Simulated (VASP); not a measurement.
The system is Ta2B2O.

```
Ta B O
1.0
     3.43343    0.00000    0.00000
     0.00000    3.43343    0.00000
     0.00000    0.00000    5.04145
Ta B O
2 2 1
Direct
  0.00000 0.50000 0.50000
  0.50000 0.00000 0.50000
  0.50000 0.50000 0.87813
  0.50000 0.50000 0.12187
  0.00000 0.00000 0.00000
```

The cell was built from a structure type or drawn by symmetry, and may not be a known phase.

```yaml
Program: VASP 6.6.1
Task: relaxation of cell and atoms
Functional: PBE
Potentials_or_basis: VASP PAW PBE potentials, release 64 (Ta_pv, B, O)
Cutoff: 600 eV
k_mesh: 6 × 6 × 4
Occupations: gaussian, width 0.1 eV
Spin: no spin polarisation
```

At the start: pressure 48.0 GPa; volume 11.89 Å³/atom.

Where does the relaxation end?

Over 25 steps the energy falls by 1898.3 meV/atom and the volume is 11.73 Å³/atom (-1.3 %); space group P4/mmm (No. 123, to 0.1 Å) before and after.

The path:
```tsv
step	energy change (eV)	largest force (eV/Å)	pressure (GPa)	volume (Å³)
1	0.0000	22.4544	48.05	59.43
2	-2.3964	0.8579	1.60	95.64
3	-2.4377	0.7504	1.62	94.49
4	-2.4681	0.6790	1.65	93.53
5	-2.6197	0.3499	2.01	86.24
6	-2.7306	1.0452	5.63	72.01
7	-3.3126	2.5980	12.29	65.52
8	-3.5467	1.5812	20.59	62.43
9	-5.3693	0.6226	-17.91	77.17
10	-5.4045	0.4164	-14.05	74.80
11	-6.6885	3.5884	-8.75	68.87
12	-6.9171	6.0422	-5.59	66.41
13	-7.8198	3.4863	-3.53	63.28
14	-9.0000	3.4922	25.14	53.38
15	-8.7744	2.4880	3.70	58.49
16	-9.1750	1.0728	11.69	55.96
17	-9.2269	0.3728	17.35	54.67
18	-9.2313	0.0046	16.06	54.94
19	-9.3199	3.1280	9.78	56.52
20	-9.3674	1.6449	11.42	55.94
21	-9.4847	0.5436	1.34	58.23
22	-9.4848	0.4823	1.62	58.16
23	-9.4910	0.0694	0.09	58.62
24	-9.4911	0.0108	-0.12	58.69
25	-9.4913	0.0021	-0.05	58.67
```

Final structure:
```xyz
5
Lattice="4.2828 0.0000 0.0000 0.0000 4.2828 0.0000 0.0000 0.0000 3.1986" Properties=species:S:1:pos:R:3 pbc="T T T"
Ta    0.0000    2.1414    1.5993
Ta    2.1414    0.0000    1.5993
B     2.1414    2.1414    2.4046
B     2.1414    2.1414    0.7940
O     0.0000    0.0000    0.0000
```

Caveat: a cell axis changed by over 15 % at a fixed basis, so the end point is rough.
